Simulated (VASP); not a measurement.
Crystal: TiSi2.

```
Ti Si
1.0
     0.00000    4.11752    4.26290
     2.38951    0.00000    4.26290
     2.38951    4.11752    0.00000
Ti Si
2 4
Direct
  0.75000 0.75000 0.75000
  0.50000 0.50000 0.50000
  0.41257 0.08743 0.41257
  0.08743 0.41257 0.08743
  0.16257 0.83743 0.16257
  0.83743 0.16257 0.83743
```

* Program: VASP 6.6.1
* Task: relaxation of cell and atoms
* Functional: RPBE
* Dispersion: D3(BJ)
* Potentials or basis: VASP PAW PBE potentials, release 64 (Ti_sv, Si)
* Cutoff: 600 eV
* k mesh: 7 × 7 × 7
* Occupations: fermi-dirac, width 0.05 eV
* Spin: no spin polarisation

At the start: pressure -30.2 GPa; volume 13.98 Å³/atom.

Question: How do energy, volume and symmetry change on relaxing?

Answer: Over 12 steps the energy falls by 269.6 meV/atom and the volume is 11.58 Å³/atom (-17.1 %); space group Fddd (No. 70, to 0.1 Å) before and after.

Step by step:
```tsv
step	energy change (eV)	largest force (eV/Å)	pressure (GPa)	volume (Å³)
1	0.0000	0.0202	-30.19	83.88
2	1.2259	0.4255	78.65	55.78
3	-1.5875	0.1362	-1.83	70.22
4	-1.5921	0.1428	-0.05	69.68
5	-1.5921	0.1463	0.85	69.41
6	-1.5900	0.0101	0.70	69.21
7	-1.6167	0.0732	0.68	69.32
8	-1.6173	0.0219	-0.68	69.72
9	-1.6176	0.0410	-0.20	69.57
10	-1.6178	0.0119	-0.01	69.51
11	-1.6178	0.0059	0.03	69.50
12	-1.6178	0.0020	0.01	69.51
```

Final structure:
```
CELL_PARAMETERS angstrom
0.00000 3.80641 4.06699
2.24501 0.00000 4.06699
2.24501 3.80641 0.00000
ATOMIC_POSITIONS crystal
Ti 0.75000 0.75000 0.75000
Ti 0.50000 0.50000 0.50000
Si 0.41359 0.08641 0.41359
Si 0.08641 0.41359 0.08641
Si 0.16359 0.83641 0.16359
Si 0.83641 0.16359 0.83641
```

Caveat: the volume moved by over 15 % at a fixed basis, so the end points are rough; the dispersion term is far too large for a dense solid, which distorts pressure and volume; the PAW data sets were made with another functional, which shifts forces and pressure a little.
